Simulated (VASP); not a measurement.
**Sb: single point with PBE**

Sb:

```xyz
1
Lattice="-1.8963 1.8963 1.8963 1.8963 -1.8963 1.8963 1.8963 1.8963 -1.8963" Properties=species:S:1:pos:R:3 pbc="T T T"
Sb    0.0000    0.0000    0.0000
```

```
Program             : VASP 6.6.1
Task                : single point
Functional          : PBE
Potentials or basis : VASP PAW PBE potentials, release 64 (Sb)
Cutoff              : 500 eV
k mesh              : 16 × 16 × 16
Occupations         : fermi-dirac, width 0.1 eV
Spin                : no spin polarisation
```

The pressure is -0.1 GPa.

Levels at points of the mesh, in eV from the Fermi level:
| k point | band 1 | band 2 | band 3 | band 4 | band 5 | band 6 | band 7 | band 8 |
| --- | --- | --- | --- | --- | --- | --- | --- | --- |
| (0.00, 0.00, 0.00) | -12.70 | 5.42 | 5.42 | 5.42 | 10.53 | 10.53 | 10.53 | 11.82 |
| (0.50, 0.00, 0.00) | -8.75 | -5.47 | 1.70 | 3.73 | 6.41 | 6.94 | 13.70 | 15.05 |
| (0.50, 0.50, 0.50) | -5.61 | -1.93 | -1.93 | -1.93 | 3.04 | 3.04 | 17.49 | 17.49 |

It took 22 s on 1 thread of Intel Xeon 8259CL (shared host), peak memory 0.15 GiB.

Caveat: spin-orbit coupling is left out, which moves the levels of the heavy elements.
